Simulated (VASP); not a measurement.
# CdF2 in VASP: notebook

The runs below take CdF2 through single point, with PBE.

All numbers are computed with VASP 6.6.1; they aren't measurements. Logs are shortened: lines on timing, memory, paths and dates and some standing lists are left out, and cuts for length are marked.

## (1) The cell of the first run

It takes space group R-3m (No. 166, trigonal). Conventional cell: a = 3.810 Å, b = 3.810 Å, c = 9.083 Å, α = 90.00°, β = 90.00°, γ = 120.00°. Cd (site symmetry -3m) has 8 F at 2.28 to 2.32 Å within 3.0 Å. Within 3.0 Å of F (site symmetry 3m) lie 4 Cd at 2.28 to 2.32 Å and 6 F at 2.66 to 2.68 Å.

## (2) Single point, PBE (strain along [111] -2.7%)

Input file INCAR:

```
ALGO = Normal ; EDIFF = 1E-6
ENCUT = 520 ; GGA = PE
ISIF = 2 ; ISMEAR = -1
LASPH = True ; LCHARG = False
LREAL = False ; LWAVE = False
NBANDS = 20 ; NELM = 60
PREC = Accurate ; SIGMA = 0.02
```

Input file KPOINTS:

```
k-points
0
Gamma
  8 8 8
```

Input file POSCAR:

```
CdF2
1.0
   -0.0481359746      2.6460417065      2.6460417065
    2.6460417065     -0.0481359746      2.6460417065
    2.6460417065      2.6460417065     -0.0481359746
Cd F
1 2
Direct
    0.0000000000      0.0000000000      0.0000000000
    0.2513961837      0.2513961837      0.2513961837
    0.7486038163      0.7486038163      0.7486038163
```

Potentials or basis: VASP PAW PBE potentials, release 64 (Cd, F).

Launch:

```sh
cat potpaw_PBE.64/Cd/POTCAR potpaw_PBE.64/F/POTCAR > POTCAR
mpirun -np 1 vasp_std > vasp.out
```

OUTCAR:

```text
EDIFF = 1E-6
   ENCUT = 520
   GGA = PE
   ISIF = 2
   ISMEAR = -1
   LASPH = True
   LREAL = False
   NELM = 60
   PREC = Accurate

 ion  position               nearest neighbor table
   1  0.000  0.000  0.000-   2 2.28   3 2.28   3 2.32   3 2.32   3 2.32   2 2.32   2 2.32   2 2.32

   2  0.251  0.251  0.251-   1 2.28   1 2.32   1 2.32   1 2.32
   3  0.749  0.749  0.749-   1 2.28   1 2.32   1 2.32   1 2.32

  LATTYP: Found a trigonal (rhomboedric) cell.
 ALAT       =     3.7423776529
 COS(alpha) =     0.4817285974

  Lattice vectors:

 A1 = (  -0.0481359746,   2.6460417065,   2.6460417065)
 A2 = (   2.6460417065,  -0.0481359746,   2.6460417065)
 A3 = (   2.6460417065,   2.6460417065,  -0.0481359746)

Analysis of symmetry for initial positions (statically):
=====================================================================
 Subroutine PRICEL returns:
 Original cell was already a primitive cell.

 Routine SETGRP: Setting up the symmetry group for a
 trigonal (rhombohedral) supercell.

 Subroutine GETGRP returns: Found 12 space group operations
 (whereof 12 operations were pure point group operations)
 out of a pool of 12 trial point group operations.

The static configuration has the point symmetry D_3d.

Analysis of symmetry for dynamics (positions and initial velocities):
=====================================================================
 Subroutine PRICEL returns:
 Original cell was already a primitive cell.

 Routine SETGRP: Setting up the symmetry group for a
 trigonal (rhombohedral) supercell.

 Subroutine GETGRP returns: Found 12 space group operations
 (whereof 12 operations were pure point group operations)
 out of a pool of 12 trial point group operations.

The dynamic configuration has the point symmetry D_3d.

 Subroutine INISYM returns: Found 12 space group operations
 (whereof 12 operations are pure point group operations),
 and found     1 'primitive' translations

----------------------------------------------------------------------------------------

                                     Primitive cell

  volume of cell :      38.0637

  direct lattice vectors                    reciprocal lattice vectors
    -0.048135975  2.646041707  2.646041707    -0.183881833  0.187288935  0.187288935
     2.646041707 -0.048135975  2.646041707     0.187288935 -0.183881833  0.187288935
     2.646041707  2.646041707 -0.048135975     0.187288935  0.187288935 -0.183881833

  length of vectors
     3.742377653  3.742377653  3.742377653     0.322438861  0.322438861  0.322438861

  position of ions in fractional coordinates (direct lattice)
     0.000000000  0.000000000  0.000000000
     0.251396184  0.251396184  0.251396184
     0.748603816  0.748603816  0.748603816

  ion indices of the primitive-cell ions
   primitive index   ion index
                 1           1
                 2           2
                 3           3

----------------------------------------------------------------------------------------

 KPOINTS: k-points

Automatic generation of k-mesh.
 Grid dimensions read from file:
 generate k-points for:    8    8    8

 Generating k-lattice:

  Cartesian coordinates                     Fractional coordinates (reciprocal lattice)
    -0.022985229  0.023411117  0.023411117     0.125000000  0.000000000  0.000000000
     0.023411117 -0.022985229  0.023411117     0.000000000  0.125000000  0.000000000
     0.023411117  0.023411117 -0.022985229     0.000000000  0.000000000  0.125000000

  Length of vectors
     0.040304858  0.040304858  0.040304858

  Shift w.r.t. Gamma in fractional coordinates (k-lattice)
     0.000000000  0.000000000  0.000000000

 Subroutine IBZKPT returns following result:
 ===========================================

 Found     65 irreducible k-points:

 Following reciprocal coordinates:
            Coordinates               Weight
  0.000000  0.000000  0.000000      1.000000
  0.125000  0.000000 -0.000000      6.000000
  0.250000  0.000000 -0.000000      6.000000
  0.375000  0.000000 -0.000000      6.000000
  0.500000  0.000000 -0.000000      3.000000
  0.125000  0.125000  0.000000      6.000000
[... 16 lines left out ...]
  0.250000  0.125000  0.125000      6.000000
  0.375000  0.125000  0.125000      6.000000
 [... further k-points ...]
   k-points           NKPTS =     65   k-points in BZ     NKDIM =     65   number of bands    NBANDS=     20
   number of dos      NEDOS =    301   number of ions     NIONS =      3
   total plane-waves  NPLWV =  21952
   dimension x,y,z NGX =    28 NGY =   28 NGZ =   28
   dimension x,y,z NGXF=    56 NGYF=   56 NGZF=   56
   ions per type =               1   2
   NGX,Y,Z   is equivalent  to a cutoff of  12.44, 12.44, 12.44 a.u.
   NGXF,Y,Z  is equivalent  to a cutoff of  24.88, 24.88, 24.88 a.u.
 SYSTEM =  unknown system
   PREC   = accura    normal or accurate (medium, high low for compatibility)
   ISTART =      0    job   : 0-new  1-cont  2-samecut
   ICHARG =      2    charge: 1-file 2-atom 10-const
   ISPIN  =      1    spin polarized calculation?
   LNONCOLLINEAR =      F non collinear calculations
   LSORBIT =      F    spin-orbit coupling
   LASPH  =      T    aspherical Exc in radial PAW
   ENCUT  =  520.0 eV  38.22 Ry    6.18 a.u.   6.96  6.96  6.96*2*pi/ulx,y,z
   NELM   =     60;   NELMIN=  2; NELMDL= -5     # of ELM steps
   EDIFF  = 0.1E-05   stopping-criterion for ELM
   LREAL  =      F    real-space projection
   EDIFFG = 0.1E-04   stopping-criterion for IOM
   NSW    =      0    number of steps for IOM
   IBRION =     -1    ionic relax: 0-MD 1-quasi-New 2-CG
   NFREE  =      0    steps in history (QN), initial steepest desc. (CG)
   ISIF   =      2    stress and relaxation
   ISYM   =      2    0-nonsym 1-usesym 2-fastsym
   POTIM  = 0.5000    time-step for ionic-motion
   TEBEG  =    0.0;   TEEND  =   0.0 temperature during run
   PSTRESS=    0.0 pullay stress
   NELECT =      26.0000    total number of electrons
   NUPDOWN=      -1.0000    fix difference up-down
   EMIN   =  10.00;   EMAX   =-10.00  energy-range for DOS
   EFERMI =   0.00;   METHOD = LEGACY
   ISMEAR =    -1;   SIGMA  =   0.02  broadening in eV -4-tet -1-fermi 0-gaus
   EFERMI_NEDOS =   21; number of points for ismear=-14 and -15
   IALGO  =     38    algorithm
   IMIX   =      4    mixing-type and parameters
     AMIX     =   0.40;   BMIX     =  1.00
     AMIX_MAG =   1.60;   BMIX_MAG =  1.00
  volume/ion in A,a.u.               =      12.69        85.62
  Fermi-wavevector in a.u.,A,eV,Ry     =   1.441769  2.724548 28.282401  2.078698
  Thomas-Fermi vector in A             =   2.560364
   LORBIT       =      0    0 simple, 1 ext, 2 COOP (PROOUT), +10 PAW based schemes
   GGA     = PE    functional components
   LHFCALC =     F    Hartree Fock is set to
   AEXX    =    0.0000 exact exchange contribution
   IVDW    =     0    specifies the selected vdW correction
   LEPSILON=     F    determine dielectric tensor
   LRPA    =     F    only Hartree local field effects (RPA)
 non-spin polarized calculation
  energy-cutoff  :      520.00
  volume of cell :       38.06
 maximum number of plane-waves:      1038
   NGX = 13   NGY = 13   NGZ = 13

 number of electron      26.0000000 magnetization

 Free energy of the ion-electron system (eV)
  ---------------------------------------------------
  ext. energy  EPLUGINS =         0.00000000
  ---------------------------------------------------
  free energy    TOTEN  =       -10.80260012 eV

  energy without entropy =      -10.80260012  energy(sigma->0) =      -10.80260012

 E-fermi :  -0.6501     XC(G=0): -10.5601

 val. band max:       -1.1022091342   @ k =  -0.2500   0.5000   0.2500
 cond. band min:       2.0619544767   @ k =   0.0000   0.0000   0.0000
 fundamental gap:      3.1641636108
 Fermi energy:        -0.6500932407

 k-point     1 :       0.0000    0.0000    0.0000
  band No.  band energies     occupation
      1     -22.0636      2.00000
      2     -20.8813      2.00000
      3      -6.8155      2.00000
      4      -6.8059      2.00000
      5      -6.8059      2.00000
      6      -5.4798      2.00000
[... 12 lines left out ...]
     19      18.9947      0.00000
     20      18.9947      0.00000

 k-point     2 :       0.1250    0.0000   -0.0000
  band No.  band energies     occupation
      1     -22.0111      2.00000
      2     -20.9288      2.00000
      3      -6.7539      2.00000
      4      -6.7437      2.00000
      5      -6.6306      2.00000
      6      -5.4999      2.00000
[... 12 lines left out ...]
     19      18.5713      0.00000
     20      18.6755      0.00000

 k-point     3 :       0.2500    0.0000   -0.0000
  band No.  band energies     occupation
      1     -21.8680      2.00000
      2     -21.0584      2.00000
      3      -6.6133      2.00000
      4      -6.5982      2.00000
      5      -6.1542      2.00000
      6      -5.5189      2.00000
[... 12 lines left out ...]
     19      18.1122      0.00000
     20      18.7586      0.00000

 k-point     4 :       0.3750    0.0000   -0.0000
  band No.  band energies     occupation
      1     -21.6703      2.00000
      2     -21.2388      2.00000
      3      -6.4960      2.00000
      4      -6.4743      2.00000
      5      -5.5435      2.00000
      6      -5.4683      2.00000
[... 12 lines left out ...]
     19      17.7235      0.00000
     20      18.2569      0.00000

 k-point     5 :       0.5000    0.0000   -0.0000
  band No.  band energies     occupation
      1     -21.4868      2.00000
      2     -21.4141      2.00000
      3      -6.4593      2.00000
      4      -6.4351      2.00000
      5      -5.4142      2.00000
      6      -5.4021      2.00000
[... 12 lines left out ...]
     19      17.5927      0.00000
     20      17.8915      0.00000
[... 353 lines left out ...]
      6      -5.3533      2.00000
[... 12 lines left out ...]
     19      18.6187      0.00000
     20      20.4351      0.00000

 k-point    22 :       0.1250    0.1250    0.1250
  band No.  band energies     occupation
      1     -22.0090      2.00000
      2     -20.9303      2.00000
      3      -6.7378      2.00000
      4      -6.7378      2.00000
      5      -6.6354      2.00000
      6      -5.5050      2.00000
[... 12 lines left out ...]
     19      18.5301      0.00000
     20      18.5301      0.00000

 k-point    23 :       0.2500    0.1250    0.1250
  band No.  band energies     occupation
      1     -21.9266      2.00000
      2     -21.0027      2.00000
      3      -6.6443      2.00000
      4      -6.6347      2.00000
      5      -6.3649      2.00000
      6      -5.5837      2.00000
[... 12 lines left out ...]
     19      17.8497      0.00000
     20      19.5524      0.00000

 k-point    24 :       0.3750    0.1250    0.1250
  band No.  band energies     occupation
      1     -21.7701      2.00000
      2     -21.1416      2.00000
      3      -6.5167      2.00000
      4      -6.4621      2.00000
      5      -5.8670      2.00000
      6      -5.6279      2.00000
[... 12 lines left out ...]
     19      17.0815      0.00000
     20      20.3040      0.00000

 [... further k-points ...]
[... 5 lines left out ...]
  --------------------------------------------------------------------------------------
  -------------------------------------------------------------------------------------
  Total        2.3247242      2.3247242      2.3247242      0.1234601      0.1234601      0.1234601
  in kB       97.8523398     97.8523398     97.8523398      5.1966841      5.1966841      5.1966841
  external PRESSURE =      97.8523398 kB  Pullay stress =       0.0000000 kB

 VOLUME and BASIS-vectors are now :
 -----------------------------------------------------------------------------
  energy-cutoff  :      520.00
  volume of cell :       38.06
      direct lattice vectors                 reciprocal lattice vectors
    -0.048135975  2.646041707  2.646041707    -0.183881833  0.187288935  0.187288935
     2.646041707 -0.048135975  2.646041707     0.187288935 -0.183881833  0.187288935
     2.646041707  2.646041707 -0.048135975     0.187288935  0.187288935 -0.183881833

 POSITION                                       TOTAL-FORCE (eV/Angst)
 -----------------------------------------------------------------------------------
      0.00000      0.00000      0.00000         0.000000     -0.000000     -0.000000
      1.31831      1.31831      1.31831         0.011873      0.011873      0.011873
      3.92564      3.92564      3.92564        -0.011873     -0.011873     -0.011873
 -----------------------------------------------------------------------------------
    total drift:                               -0.000000     -0.000000      0.000000

  FREE ENERGIE OF THE ION-ELECTRON SYSTEM (eV)
  ---------------------------------------------------
  free  energy   TOTEN  =       -10.8026001216 eV

  energy  without entropy=      -10.8026001216  energy(sigma->0) =      -10.80260012
```

Wall time 20 s (1 thread of Intel Xeon 6975P-C (Granite Rapids), shared host); peak memory 0.18 GiB.

What came out:

| Property | Result |
| --- | --- |
| Free energy | -10.8026 eV |
| Pressure | 9.8 GPa |
| Largest force | 0.021 eV/Å |
| Band gap on the k mesh | 3.16 eV, indirect (least direct gap 3.57 eV) |

Forces on the atoms (eV/Å):
```
Cd   0.000  0.000  0.000
F    0.012  0.012  0.012
F   -0.012 -0.012 -0.012
```

Stress tensor (GPa, compression positive):
```
9.79 0.52 0.52
0.52 9.79 0.52
0.52 0.52 9.79
```

Levels at points of the mesh, in eV from the valence-band top:
```tsv
k point	band 9	band 10	band 11	band 12	band 13	band 14	band 15	band 16	band 17	band 18
(0.00, 0.00, 0.00)	-1.02	-1.02	-0.50	-0.50	-0.40	3.16	12.67	12.67	13.18	17.88
(0.50, 0.00, 0.00)	-2.38	-1.96	-1.92	-0.36	-0.35	7.34	9.21	14.68	14.89	18.17
(0.50, 0.50, 0.00)	-3.12	-3.07	-0.55	-0.12	-0.07	8.23	9.80	11.98	14.37	14.69
(0.50, 0.50, 0.50)	-2.45	-1.94	-1.94	-0.44	-0.44	7.48	9.36	14.59	14.59	18.24
```

Caveat: the cell differs from its parent crystal (strain along [111] -2.7%). A k mesh can miss the band edges.

## (3) Single point, PBE (biaxial xy strain +1.6%)

Input file INCAR:

```
SYSTEM = CdF2
  ALGO = Normal
  EDIFF = 1E-6
  ENCUT = 600
  GGA = PE
  GGA_COMPAT = .False.
  ISIF = 2
  ISMEAR = -1
  LASPH = .True.
  LCHARG = .True.
  LELF = .True.
  LREAL = .False.
  LVHAR = .True.
  LWAVE = .False.
  NBANDS = 24
  NELM = 120
  PREC = Accurate
  SIGMA = 0.02
```

Input file KPOINTS:

```
k-points
0
Gamma
  8 8 8
  0 0 0
```

Input file POSCAR:

```
CdF2
1.0
    0.0000000000      2.7383621950      2.6941776810
    2.7383621950      0.0000000000      2.6941776810
    2.7383621950      2.7383621950      0.0000000000
Cd F
1 2
Direct
    0.0000000000      0.0000000000      0.0000000000
    0.2500000000      0.2500000000      0.2500000000
    0.7500000000      0.7500000000      0.7500000000
```

Potentials or basis: VASP PAW PBE potentials, release 64 (Cd_sv_GW, F).

Launch:

```sh
cat potpaw_PBE.64/Cd_sv_GW/POTCAR potpaw_PBE.64/F/POTCAR > POTCAR
mpirun -np 1 vasp_std > vasp.out
```

Wall time 61 s (1 thread of Intel Xeon Platinum 8259CL at 2.50GHz (Skylake/Cascade Lake), shared host); peak memory 0.23 GiB.

It converged, with:

```yaml
Free_energy: -11.0028 eV
Pressure: 1.0 GPa
Band_gap_on_the_k_mesh: 2.96 eV, indirect (least direct gap 3.49 eV)
```

Stress tensor (GPa, compression positive):
```
0.46 0.00 0.00
0.00 0.46 0.00
0.00 0.00 2.21
```

Levels at points of the mesh, in eV from the valence-band top:
```
           k point  band 14  band 15  band 16  band 17  band 18  band 19  band 20  band 21
(0.00, 0.00, 0.00)    -0.82    -0.58    -0.54    -0.54     2.96    12.51    12.55    12.55
(0.50, 0.00, 0.00)    -1.75    -1.71    -0.43    -0.42     6.93     9.03    14.16    14.28
(0.50, 0.50, 0.00)    -2.81    -0.40    -0.11    -0.11     7.72     9.46    11.86    13.93
(0.50, 0.00, 0.50)    -2.76    -0.49    -0.12    -0.06     7.75     9.49    11.85    13.91
```

Caveat: the cell differs from its parent crystal (biaxial xy strain +1.6%). A k mesh can miss the band edges.

[end of part 1 of 2]
